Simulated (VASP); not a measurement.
Input of a VASP 6.6.1 run:

INCAR

```
SYSTEM = Ni
PREC     = Accurate       ! precision mode
ENCUT    = 600            ! plane-wave cutoff, eV
EDIFF    = 1E-7           ! SCF threshold, eV
ISMEAR   = 1              ! smearing method
SIGMA    = 0.1            ! smearing width, eV
LREAL    = .FALSE.        ! projectors in reciprocal space
LASPH    = .TRUE.         ! aspherical terms in the spheres
NELM     = 120            ! most SCF steps
ALGO     = Normal         ! electronic algorithm
ISIF     = 3              ! what is computed and relaxed
LWAVE    = .FALSE.        ! write WAVECAR
LCHARG   = .FALSE.        ! write CHGCAR
GGA      = PE             ! functional
IBRION   = 2              ! ionic algorithm
NSW      = 80             ! ionic steps
EDIFFG   = -0.005         ! ionic threshold
GGA_COMPAT= .FALSE.      
NELMIN   = 4
```

The input KPOINTS:

```
Automatic mesh
0
G
  19 19 19
  0 0 0
```

File POSCAR:

```
Ni
1.0
    0.0000000000      1.7375729000      1.7375729000
    1.7375729000      0.0000000000      1.7375729000
    1.7375729000      1.7375729000      0.0000000000
Ni
1
Direct
    0.0000000000      0.0000000000      0.0000000000
```

Potentials or basis: VASP PAW PBE potentials, release 64 (Ni).

The run is started by

```console
$ cat potpaw_PBE.64/Ni/POTCAR > POTCAR
$ mpirun -np 1 vasp_std > vasp.out
```

Question: What does it give for the relaxed cell?

Answer: a = 2.482 Å, b = 2.482 Å, c = 2.482 Å, α = 60.00°, β = 60.00°, γ = 60.00°.

Question: What does it give for the space group after relaxing (to 0.05 Å)?

Answer: Fm-3m (No. 225).

Question: What does it give for the relaxed volume?

Answer: 10.81 Å³/atom.

Question: What does it give for the band gap on the k mesh?

Answer: Zero (band 5 reaches 9.43 eV, above the bottom of band 6 at 8.47 eV).

Final structure:
```yaml
crystal:
  lattice:
    - [0.00000, 1.75522, 1.75522]
    - [1.75522, 0.00000, 1.75522]
    - [1.75522, 1.75522, 0.00000]
  atoms:
    - { symbol: Ni, position: [0.00000, 0.00000, 0.00000] }
```

Caveat: the run has no spin polarisation, though such a crystal can be magnetic. Spin polarisation is off, so any magnetic state and its effect on volume and gap are missing.
